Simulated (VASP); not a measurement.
# HfN (F-43m) in VASP: further runs

HfN is run at these levels: BLYP, r2SCAN; tasks: relaxation of cell and atoms.

Program: VASP 6.6.1. These are calculated values, not measurements. Logs are shortened: lines on timing, memory, paths and dates and some standing lists are left out, and cuts for length are marked.

### 1 The cell of the first run

It takes space group F-43m (No. 216, cubic). The conventional cell has a = 4.910 Å, b = 4.910 Å, c = 4.910 Å, α = 90.00°, β = 90.00°, γ = 90.00°. Within 2.8 Å of Hf (site symmetry -43m) lie 4 N at 2.13 Å. N (site symmetry -43m) has 4 Hf at 2.13 Å within 2.8 Å.

### 2 Relaxation of cell and atoms, BLYP

INCAR reads:

```
SYSTEM = HfN
PREC     = Accurate       ! precision mode
ENCUT    = 600            ! plane-wave cutoff, eV
EDIFF    = 1E-6           ! SCF threshold, eV
ISMEAR   = -1             ! smearing method
SIGMA    = 0.05           ! smearing width, eV
LREAL    = .FALSE.        ! projectors in reciprocal space
LASPH    = .TRUE.         ! aspherical terms in the spheres
NELM     = 60             ! most SCF steps
ALGO     = Normal         ! electronic algorithm
ISIF     = 3              ! what is computed and relaxed
LWAVE    = .FALSE.        ! write WAVECAR
LCHARG   = .FALSE.        ! write CHGCAR
GGA      = B5             ! functional
ALDAX    = 1.0          
AGGAX    = 1.0          
AGGAC    = 1.0          
ALDAC    = 0.0          
IBRION   = 2              ! ionic algorithm
NSW      = 60             ! ionic steps
EDIFFG   = -0.01          ! ionic threshold
```

KPOINTS reads:

```
regular mesh
0
G
  9 9 9
  0 0 0
```

POSCAR reads:

```
HfN
1.0
    0.0000000000      2.4548220000      2.4548220000
    2.4548220000      0.0000000000      2.4548220000
    2.4548220000      2.4548220000      0.0000000000
Hf N
1 1
Direct
    0.0000000000      0.0000000000      0.0000000000
    0.2500000000      0.2500000000      0.2500000000
```

Potentials or basis: VASP PAW PBE potentials, release 64 (Hf_pv, N).

Command:

```sh
cat potpaw_PBE.64/Hf_pv/POTCAR potpaw_PBE.64/N/POTCAR > POTCAR
mpirun -np 1 vasp_std > vasp.out
```

OUTCAR:

```text
SYSTEM = HfN
   PREC = Accurate
   ENCUT = 600
   EDIFF = 1E-6
   ISMEAR = -1
   LREAL = .FALSE.
   LASPH = .TRUE.
   NELM = 60
   ISIF = 3
   GGA = B5
   IBRION = 2
   NSW = 60
   EDIFFG = -0.01

 ion  position               nearest neighbor table
   1  0.000  0.000  0.000-   2 2.13   2 2.13   2 2.13   2 2.13
   2  0.250  0.250  0.250-   1 2.13   1 2.13   1 2.13   1 2.13

  LATTYP: Found a face centered cubic cell.
 ALAT       =     4.9096440000

  Lattice vectors:

 A1 = (   0.0000000000,   2.4548220000,   2.4548220000)
 A2 = (   2.4548220000,   0.0000000000,   2.4548220000)
 A3 = (   2.4548220000,   2.4548220000,   0.0000000000)

Analysis of symmetry for initial positions (statically):
=====================================================================
 Subroutine PRICEL returns:
 Original cell was already a primitive cell.

 Routine SETGRP: Setting up the symmetry group for a
 face centered cubic supercell.

 Subroutine GETGRP returns: Found 24 space group operations
 (whereof 24 operations were pure point group operations)
 out of a pool of 48 trial point group operations.

The static configuration has the point symmetry T_d .

Analysis of symmetry for dynamics (positions and initial velocities):
=====================================================================
 Subroutine PRICEL returns:
 Original cell was already a primitive cell.

 Routine SETGRP: Setting up the symmetry group for a
 face centered cubic supercell.

 Subroutine GETGRP returns: Found 24 space group operations
 (whereof 24 operations were pure point group operations)
 out of a pool of 48 trial point group operations.

The dynamic configuration has the point symmetry T_d .

 Subroutine INISYM returns: Found 24 space group operations
 (whereof 24 operations are pure point group operations),
 and found     1 'primitive' translations

----------------------------------------------------------------------------------------

                                     Primitive cell

  volume of cell :      29.5863

  direct lattice vectors                    reciprocal lattice vectors
     0.000000000  2.454822000  2.454822000    -0.203680756  0.203680756  0.203680756
     2.454822000  0.000000000  2.454822000     0.203680756 -0.203680756  0.203680756
     2.454822000  2.454822000  0.000000000     0.203680756  0.203680756 -0.203680756

  length of vectors
[... 94 lines left out ...]
   NUPDOWN=      -1.0000    fix difference up-down
   EMIN   =  10.00;   EMAX   =-10.00  energy-range for DOS
   EFERMI =   0.00;   METHOD = LEGACY
   ISMEAR =    -1;   SIGMA  =   0.05  broadening in eV -4-tet -1-fermi 0-gaus
   EFERMI_NEDOS =   21; number of points for ismear=-14 and -15
   IALGO  =     38    algorithm
   IMIX   =      4    mixing-type and parameters
     AMIX     =   0.40;   BMIX     =  1.00
     AMIX_MAG =   1.60;   BMIX_MAG =  1.00
  volume/ion in A,a.u.               =      14.79        99.83
  Fermi-wavevector in a.u.,A,eV,Ry     =   1.305395  2.466839 23.185087  1.704056
  Thomas-Fermi vector in A             =   2.436267
   LORBIT       =      0    0 simple, 1 ext, 2 COOP (PROOUT), +10 PAW based schemes
   GGA     = B5    functional components
   LHFCALC =     F    Hartree Fock is set to
   AEXX    =    0.0000 exact exchange contribution
   IVDW    =     0    specifies the selected vdW correction
   LEPSILON=     F    determine dielectric tensor
   LRPA    =     F    only Hartree local field effects (RPA)
 conjugate gradient relaxation of ions
 non-spin polarized calculation
  energy-cutoff  :      600.00
  volume of cell :       29.59
 maximum number of plane-waves:      1002
   NGX = 13   NGY = 13   NGZ = 13

--------------------------------------- Ionic step        1  -------------------------------------------

 number of electron      15.0000001 magnetization

 Free energy of the ion-electron system (eV)
  ---------------------------------------------------
  ext. energy  EPLUGINS =         0.00000000
  ---------------------------------------------------
  free energy    TOTEN  =       -19.75671219 eV

  energy without entropy =      -19.75149067  energy(sigma->0) =      -19.75410143

------------------------ aborting loop because EDIFF is reached ----------------------------------------

  FORCE on cell =-STRESS in cart. coord.  units (eV):
  Direction    XX          YY          ZZ          XY          YZ          ZX
  --------------------------------------------------------------------------------------
  -------------------------------------------------------------------------------------
  Total        1.0163822      1.0163822      1.0163822      0.0000000     -0.0000000      0.0000000
  in kB       55.0398998     55.0398998     55.0398998      0.0000000     -0.0000000      0.0000000
  external PRESSURE =      55.0398998 kB  Pullay stress =       0.0000000 kB
[... 59 lines left out ...]
--------------------------------------- Ionic step        3  -------------------------------------------

 number of electron      14.9999998 magnetization

 Free energy of the ion-electron system (eV)
  ---------------------------------------------------
  ext. energy  EPLUGINS =         0.00000000
  ---------------------------------------------------
  free energy    TOTEN  =       -19.77109101 eV

  energy without entropy =      -19.76530175  energy(sigma->0) =      -19.76819638

 E-fermi :   6.0605     XC(G=0): -10.4623

 val. band max:        6.0417742438   @ k =   0.1111   0.0000   0.0000
 cond. band min:       6.1611510505   @ k =   0.2222   0.2222   0.0000
 fundamental gap:      0.1193768066
 Fermi energy:         6.0604690919

 k-point     1 :       0.0000    0.0000    0.0000
  band No.  band energies     occupation
      1     -25.1237      2.00000
      2     -25.1237      2.00000
      3     -25.1237      2.00000
      4      -9.9270      2.00000
      5       0.6854      2.00000
      6       0.6854      2.00000
      7       0.6854      2.00000
      8       5.4233      1.99999
      9       8.1235      0.00000
     10       8.1235      0.00000
     11      12.3497      0.00000
[... 309 lines left out ...]
 k-point    24 :       0.4444    0.4444    0.0000
  band No.  band energies     occupation
      1     -25.5280      2.00000
      2     -25.2615      2.00000
      3     -25.2615      2.00000
      4      -8.6283      2.00000
      5      -0.6342      2.00000
      6       2.3749      2.00000
      7       2.3749      2.00000
      8       4.9858      2.00000
      9       8.3493      0.00000
     10       9.7415      0.00000
     11      10.5681      0.00000

 [... further k-points ...]
[... 5 lines left out ...]
  --------------------------------------------------------------------------------------
  -------------------------------------------------------------------------------------
  Total       -0.0115488     -0.0115488     -0.0115488     -0.0000000      0.0000000      0.0000000
  in kB       -0.6075492     -0.6075492     -0.6075492     -0.0000000      0.0000000      0.0000000
  external PRESSURE =      -0.6075492 kB  Pullay stress =       0.0000000 kB
[... 17 lines left out ...]
  FREE ENERGIE OF THE ION-ELECTRON SYSTEM (eV)
  ---------------------------------------------------
  free  energy   TOTEN  =       -19.7710910147 eV

  energy  without entropy=      -19.7653017475  energy(sigma->0) =      -19.76819638

 reached required accuracy - stopping structural energy minimisation
```

It took 29 s on 1 thread of Intel Xeon 6975P-C (Granite Rapids), shared host; peak memory 0.17 GiB.

Results:

```yaml
Free_energy: -19.7711 eV
Relaxed_volume: 15.23 Å³/atom
Relaxed_cell: a = 3.505 Å, b = 3.505 Å, c = 3.505 Å, α = 60.00°, β = 60.00°, γ = 60.00°
Space_group_after_relaxing_to_0.05_Å: F-43m (No. 216)
Energy_gained_by_relaxing: 7.2 meV/atom
Ionic_steps: 3
Pressure_after_relaxing: -0.1 GPa
```

Step by step:
| step | energy change (eV) | largest force (eV/Å) | pressure (GPa) | volume (Å³) |
| --- | --- | --- | --- | --- |
| 1 | 0.0000 | 0.0000 | 5.50 | 29.59 |
| 2 | 0.0180 | 0.0000 | -7.28 | 31.82 |
| 3 | -0.0144 | 0.0000 | -0.06 | 30.46 |

Final structure:
```cif
data_structure
_symmetry_space_group_name_H-M 'P 1'
_symmetry_Int_Tables_number 1
_cell_length_a 3.5053
_cell_length_b 3.5053
_cell_length_c 3.5053
_cell_angle_alpha 60.000
_cell_angle_beta 60.000
_cell_angle_gamma 60.000
_cell_volume 30.46
loop_
_atom_site_label
_atom_site_type_symbol
_atom_site_fract_x
_atom_site_fract_y
_atom_site_fract_z
_atom_site_occupancy
Hf1 Hf 0.00000 0.00000 0.00000 1
N1 N 0.25000 0.25000 0.25000 1
```

Caveat: the PAW data sets were made with another functional, which shifts forces and pressure a little; spin-orbit coupling is left out, which moves the levels of the heavy elements.

### 3 Relaxation of cell and atoms, r2SCAN

POSCAR is that of step 2.

INCAR.step1 reads:

```
ALGO     = Normal         # electronic algorithm
EDIFF    = 1E-4           # SCF threshold, eV
ENCUT    = 600            # plane-wave cutoff, eV
GGA      = PE             # functional
ISMEAR   = -1             # smearing method
LASPH    = True           # aspherical terms in the spheres
LCHARG   = False          # write CHGCAR
LREAL    = False          # projectors in reciprocal space
LWAVE    = True           # write WAVECAR
NELM     = 100            # most SCF steps
PREC     = Accurate       # precision mode
SIGMA    = 0.05           # smearing width, eV
```

INCAR.step2 reads:

```
ALGO     = Normal         # electronic algorithm
EDIFF    = 1E-6           # SCF threshold, eV
EDIFFG   = -0.01          # ionic threshold
ENCUT    = 600            # plane-wave cutoff, eV
IBRION   = 2              # ionic algorithm
ISIF     = 3              # what is computed and relaxed
ISMEAR   = -1             # smearing method
ISTART   = 1            
LASPH    = True           # aspherical terms in the spheres
LCHARG   = False          # write CHGCAR
LMIXTAU  = True         
LREAL    = False          # projectors in reciprocal space
LWAVE    = False          # write WAVECAR
METAGGA  = R2SCAN         # meta-GGA
NELM     = 100            # most SCF steps
NSW      = 60             # ionic steps
PREC     = Accurate       # precision mode
SIGMA    = 0.05           # smearing width, eV
```

KPOINTS reads:

```
k-points
0
Gamma
  9 9 9
```

Potentials or basis: VASP PAW PBE potentials, release 64 (Hf_pv, N).

Command:

```sh
cat potpaw_PBE.64/Hf_pv/POTCAR potpaw_PBE.64/N/POTCAR > POTCAR
cp INCAR.step1 INCAR
mpirun -np 1 vasp_std > vasp.out
cp INCAR.step2 INCAR
mpirun -np 1 vasp_std > vasp.out
```

It took 74 s on 1 thread of Intel Xeon 6975P-C (Granite Rapids), shared host; peak memory 0.18 GiB.

The run converged. Its results:

```yaml
Free_energy: -57.7176 eV
Relaxed_volume: 14.54 Å³/atom
Relaxed_cell: a = 3.452 Å, b = 3.452 Å, c = 3.452 Å, α = 60.00°, β = 60.00°, γ = 60.00°
Space_group_after_relaxing_to_0.05_Å: F-43m (No. 216)
Energy_gained_by_relaxing: 2.9 meV/atom
Ionic_steps: 3
Pressure_after_relaxing: 0.0 GPa
```

The path:
```csv
step,energy change (eV),largest force (eV/Å),pressure (GPa),volume (Å³)
1,0.0000,0.0000,-3.53,29.59
2,0.0116,0.0000,6.66,28.21
3,-0.0058,0.0000,-0.04,29.07
```

Final structure:
```yaml
crystal:
  lattice:
    - [0.00000, 2.44058, 2.44058]
    - [2.44058, 0.00000, 2.44058]
    - [2.44058, 2.44058, 0.00000]
  atoms:
    - { symbol: Hf, position: [0.00000, 0.00000, 0.00000] }
    - { symbol: N, position: [0.25000, 0.25000, 0.25000] }
```

Levels at points of the mesh, in eV from the Fermi level:
```
           k point  band 4  band 5  band 6  band 7  band 8  band 9  band 10  band 11
(0.00, 0.00, 0.00)  -17.33   -5.89   -5.89   -5.89   -0.63    2.51     2.51     7.04
```

Caveat: the PAW data sets were made with another functional, which shifts forces and pressure a little; spin-orbit coupling is left out, which moves the levels of the heavy elements.
